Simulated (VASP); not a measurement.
# MgS (F-43m) in VASP: notebook, part 2 of 2

VASP 6.6.1. The steps go on from the part before.

## (3) Single point, PBE (volume changed by -3%)

Contents of INCAR:

```
SYSTEM = MgS
  ALGO = Normal
  EDIFF = 1E-7
  ENCUT = 520
  GGA = PE
  ISIF = 2
  ISMEAR = 0
  LASPH = .TRUE.
  LCHARG = .TRUE.
  LELF = .TRUE.
  LREAL = .FALSE.
  LVHAR = .TRUE.
  LWAVE = .FALSE.
  NBANDS = 11
  NELM = 80
  PREC = Accurate
  SIGMA = 0.01
```

Contents of KPOINTS:

```
k-points
0
G
  6 6 6
  0 0 0
```

Contents of POSCAR:

```
MgS
1.0
    0.0000000000      2.8196965009      2.8196965009
    2.8196965009      0.0000000000      2.8196965009
    2.8196965009      2.8196965009      0.0000000000
Mg S
1 1
Direct
    0.0000000000      0.0000000000      0.0000000000
    0.2500000000      0.2500000000      0.2500000000
```

Potentials or basis: VASP PAW PBE potentials, release 64 (Mg, S).

The run is started by

```console
$ cat potpaw_PBE.64/Mg/POTCAR potpaw_PBE.64/S/POTCAR > POTCAR
$ mpirun -np 1 vasp_std > vasp.out
```

Wall time 5.4 s (1 thread of Intel Xeon 6975P-C (Granite Rapids), shared host); peak memory 0.16 GiB.

The run converged. Its results:

```yaml
Free_energy: -8.4657 eV
Pressure: 1.7 GPa
Band_gap_on_the_k_mesh: 3.52 eV, direct
```

Levels at points of the mesh, in eV from the valence-band top:
```
           k point  band 1  band 2  band 3  band 4  band 5  band 6  band 7  band 8  band 9
(0.00, 0.00, 0.00)  -11.31    0.00    0.00    0.00    3.52    7.98    7.98    7.98   10.86
(0.50, 0.00, 0.00)  -10.61   -3.17   -0.33   -0.33    5.16    7.66    7.66    8.66   12.98
(0.50, 0.50, 0.00)  -10.38   -2.84   -1.04   -1.04    3.87    5.67   11.27   12.39   12.39
```

Caveat: the cell differs from its parent crystal (volume changed by -3%). A k mesh can miss the band edges.

## (4) Single point, PBE

This run uses another cell than the first one, of 23.11 Å³/atom, 1.064 times its volume.

Contents of INCAR:

```
PREC     = Accurate       # precision mode
ENCUT    = 520            # plane-wave cutoff, eV
EDIFF    = 1E-6           # SCF threshold, eV
ISMEAR   = 0              # smearing method
SIGMA    = 0.01           # smearing width, eV
LREAL    = F              # projectors in reciprocal space
LASPH    = T              # aspherical terms in the spheres
NELM     = 100            # most SCF steps
ALGO     = Normal         # electronic algorithm
ISIF     = 2              # what is computed and relaxed
LWAVE    = F              # write WAVECAR
LCHARG   = F              # write CHGCAR
GGA      = PE             # functional
NBANDS   = 11             # bands
```

Contents of KPOINTS:

```
Automatic mesh
0
Gamma
  6 6 6
```

Contents of POSCAR:

```
MgS
1.0
    0.0000000000      2.8484709016      2.8484709016
    2.8484709016      0.0000000000      2.8484709016
    2.8484709016      2.8484709016      0.0000000000
Mg S
1 1
Direct
    0.0000000000      0.0000000000      0.0000000000
    0.2500000000      0.2500000000      0.2500000000
```

Potentials or basis: VASP PAW PBE potentials, release 64 (Mg, S).

The run is started by

```console
$ cat potpaw_PBE.64/Mg/POTCAR potpaw_PBE.64/S/POTCAR > POTCAR
$ mpirun -np 1 vasp_std > vasp.out
```

OUTCAR:

```text
PREC = Accurate
   ENCUT = 520
   EDIFF = 1E-6
   ISMEAR = 0
   LREAL = F
   LASPH = T
   NELM = 100
   ISIF = 2
   GGA = PE

 ion  position               nearest neighbor table
   1  0.000  0.000  0.000-   2 2.47   2 2.47   2 2.47   2 2.47
   2  0.250  0.250  0.250-   1 2.47   1 2.47   1 2.47   1 2.47

  LATTYP: Found a face centered cubic cell.
 ALAT       =     5.6969418032

  Lattice vectors:

 A1 = (   0.0000000000,   2.8484709016,   2.8484709016)
[... 400 lines left out ...]
------------------------ aborting loop because EDIFF is reached ----------------------------------------

  FORCE on cell =-STRESS in cart. coord.  units (eV):
  Direction    XX          YY          ZZ          XY          YZ          ZX
  --------------------------------------------------------------------------------------
  -------------------------------------------------------------------------------------
  Total       -0.0379574     -0.0379574     -0.0379574      0.0000000      0.0000000      0.0000000
  in kB       -1.3156531     -1.3156531     -1.3156531      0.0000000      0.0000000      0.0000000
  external PRESSURE =      -1.3156531 kB  Pullay stress =       0.0000000 kB

 VOLUME and BASIS-vectors are now :
 -----------------------------------------------------------------------------
  energy-cutoff  :      520.00
  volume of cell :       46.22
      direct lattice vectors                 reciprocal lattice vectors
     0.000000000  2.848470902  2.848470902    -0.175532774  0.175532774  0.175532774
     2.848470902  0.000000000  2.848470902     0.175532774 -0.175532774  0.175532774
     2.848470902  2.848470902  0.000000000     0.175532774  0.175532774 -0.175532774

 POSITION                                       TOTAL-FORCE (eV/Angst)
 -----------------------------------------------------------------------------------
      0.00000      0.00000      0.00000         0.000000     -0.000000      0.000000
      1.42424      1.42424      1.42424        -0.000000      0.000000     -0.000000
 -----------------------------------------------------------------------------------
    total drift:                                0.000000      0.000000     -0.000000

  FREE ENERGIE OF THE ION-ELECTRON SYSTEM (eV)
  ---------------------------------------------------
  free  energy   TOTEN  =        -8.4723574421 eV

  energy  without entropy=       -8.4723574421  energy(sigma->0) =       -8.47235744
```

It took 7 s on 1 thread of Intel Xeon 6975P-C (Granite Rapids), shared host; peak memory 0.16 GiB.

What came out:

| Quantity | Value |
| --- | --- |
| Free energy | -8.4724 eV |
| Pressure | -0.1 GPa |
| Band gap on the k mesh | 3.37 eV, direct |

Levels at points of the mesh, in eV from the valence-band top:
```tsv
k point	band 1	band 2	band 3	band 4	band 5	band 6	band 7	band 8	band 9
(0.00, 0.00, 0.00)	-11.21	0.00	0.00	0.00	3.37	7.90	7.90	7.90	10.79
(0.50, 0.00, 0.00)	-10.55	-3.06	-0.32	-0.32	5.05	7.61	7.61	8.52	12.75
(0.50, 0.50, 0.00)	-10.34	-2.76	-1.01	-1.01	3.90	5.62	10.98	12.14	12.14
```

## (5) Single point, PBE (volume changed by +3%)

Contents of INCAR:

```
PREC = Accurate
ENCUT = 520
EDIFF = 1E-6
ISMEAR = 0
SIGMA = 0.01
LREAL = F
LASPH = T
NELM = 60
ALGO = Normal
ISIF = 2
LWAVE = F
LCHARG = F
GGA = PE
NBANDS = 11
```

Contents of KPOINTS:

```
regular mesh
0
Gamma
  6 6 6
```

Contents of POSCAR:

```
MgS
1.0
    0.0000000000      2.8766754181      2.8766754181
    2.8766754181      0.0000000000      2.8766754181
    2.8766754181      2.8766754181      0.0000000000
Mg S
1 1
Direct
    0.0000000000      0.0000000000      0.0000000000
    0.2500000000      0.2500000000      0.2500000000
```

The run is started by

```console
$ cat potpaw_PBE.64/Mg/POTCAR potpaw_PBE.64/S/POTCAR > POTCAR
$ mpirun -np 1 vasp_std > vasp.out
```

It took 5 s on 1 thread of Intel Xeon 6975P-C (Granite Rapids), shared host; peak memory 0.16 GiB.

Results (log left out):

| Item | Value |
| --- | --- |
| Free energy | -8.4646 eV |
| Pressure | -1.7 GPa |
| Band gap on the k mesh | 3.22 eV, direct |

Levels at points of the mesh, in eV from the valence-band top:
| k point | band 1 | band 2 | band 3 | band 4 | band 5 | band 6 | band 7 | band 8 | band 9 |
| --- | --- | --- | --- | --- | --- | --- | --- | --- | --- |
| (0.00, 0.00, 0.00) | -11.11 | 0.00 | 0.00 | 0.00 | 3.22 | 7.82 | 7.82 | 7.82 | 10.73 |
| (0.50, 0.00, 0.00) | -10.50 | -2.97 | -0.31 | -0.31 | 4.94 | 7.57 | 7.57 | 8.37 | 12.53 |
| (0.50, 0.50, 0.00) | -10.31 | -2.68 | -0.98 | -0.98 | 3.92 | 5.58 | 10.71 | 11.90 | 11.90 |

Caveat: the cell differs from its parent crystal (volume changed by +3%).

## (6) Single point, PBE (volume changed by +6%)

Contents of INCAR:

```
SYSTEM = MgS
ALGO = Normal ; EDIFF = 1E-7
ENCUT = 520 ; GGA = PE
ISIF = 2 ; ISMEAR = 0
LASPH = .TRUE. ; LCHARG = .FALSE.
LREAL = .FALSE. ; LWAVE = .FALSE.
NBANDS = 11 ; NELM = 60
PREC = Accurate ; SIGMA = 0.01
```

Contents of KPOINTS:

```
k-points
0
G
  6 6 6
  0 0 0
```

Contents of POSCAR:

```
MgS
1.0
    0.0000000000      2.9043374556      2.9043374556
    2.9043374556      0.0000000000      2.9043374556
    2.9043374556      2.9043374556      0.0000000000
Mg S
1 1
Direct
    0.0000000000      0.0000000000      0.0000000000
    0.2500000000      0.2500000000      0.2500000000
```

Potentials or basis: VASP PAW PBE potentials, release 64 (Mg, S).

The run is started by

```console
$ cat potpaw_PBE.64/Mg/POTCAR potpaw_PBE.64/S/POTCAR > POTCAR
$ mpirun -np 1 vasp_std > vasp.out
```

It took 4.7 s on 1 thread of Intel Xeon 6975P-C (Granite Rapids), shared host; peak memory 0.17 GiB.

The run converged. Its results:

```yaml
Free_energy: -8.4445 eV
Pressure: -3.0 GPa
Band_gap_on_the_k_mesh: 3.09 eV, direct
```

Levels at points of the mesh, in eV from the valence-band top:
```csv
k point,band 1,band 2,band 3,band 4,band 5,band 6,band 7,band 8
"(0.00, 0.00, 0.00)",-11.03,0.00,0.00,0.00,3.09,7.75,7.75,7.75
"(0.50, 0.00, 0.00)",-10.46,-2.88,-0.30,-0.30,4.83,7.52,7.52,8.23
"(0.50, 0.50, 0.00)",-10.27,-2.60,-0.94,-0.94,3.94,5.53,10.45,11.67
```

Caveat: the cell differs from its parent crystal (volume changed by +6%).

## (7) Overview

```tsv
cell	gap on the mesh (eV)	pressure (GPa)
a = 3.946 Å, angles 60.0°, 2 atoms	3.68	3.8
a = 3.988 Å, angles 60.0°, 2 atoms	3.52	1.7
a = 4.028 Å, angles 60.0°, 2 atoms	3.37	-0.1
a = 4.068 Å, angles 60.0°, 2 atoms	3.22	-1.7
a = 4.107 Å, angles 60.0°, 2 atoms	3.09	-3.0
```

Alike in all rows: task single point; level PBE; potentials or basis VASP PAW PBE potentials, release 64 (Mg, S); no spin polarisation; k mesh 6 × 6 × 6; cutoff (eV) 520; smearing gaussian 0.01 eV.

Total energies depend on the potentials used, so only differences within one code and one set of settings carry meaning.
